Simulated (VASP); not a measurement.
Here is a VASP 6.6.1 calculation.

The input INCAR:

```
SYSTEM = PbS
PREC = Accurate
ENCUT = 520
EDIFF = 1E-6
ISMEAR = -1
SIGMA = 0.05
LREAL = .FALSE.
LASPH = .TRUE.
NELM = 100
ALGO = Normal
ISIF = 2
LWAVE = .FALSE.
LCHARG = .FALSE.
GGA = PS
NBANDS = 17
```

KPOINTS

```
regular mesh
0
G
  12 12 12
  0 0 0
```

The input POSCAR:

```
PbS
1.0
    0.0000000000      3.2714696025      3.2714696025
    3.2714696025      0.0000000000      3.2714696025
    3.2714696025      3.2714696025      0.0000000000
Pb S
1 1
Direct
    0.0000000000      0.0000000000      0.0000000000
    0.2500000000      0.2500000000      0.2500000000
```

Potentials or basis: VASP PAW PBE potentials, release 64 (Pb_d, S).

Launch:

```sh
$ cat potpaw_PBE.64/Pb_d/POTCAR potpaw_PBE.64/S/POTCAR > POTCAR
$ mpirun -np 1 vasp_std > vasp.out
```

Problem. What does it give for the band gap on the k mesh?

Solution. 0.63 eV (least direct gap 1.15 eV).

Problem. Predict the pressure.

Solution. 0.0 GPa.

Caveat: the PAW data sets were made with another functional, which shifts forces and pressure a little; spin-orbit coupling is left out, which moves the levels of the heavy elements. A k mesh can miss the band edges.
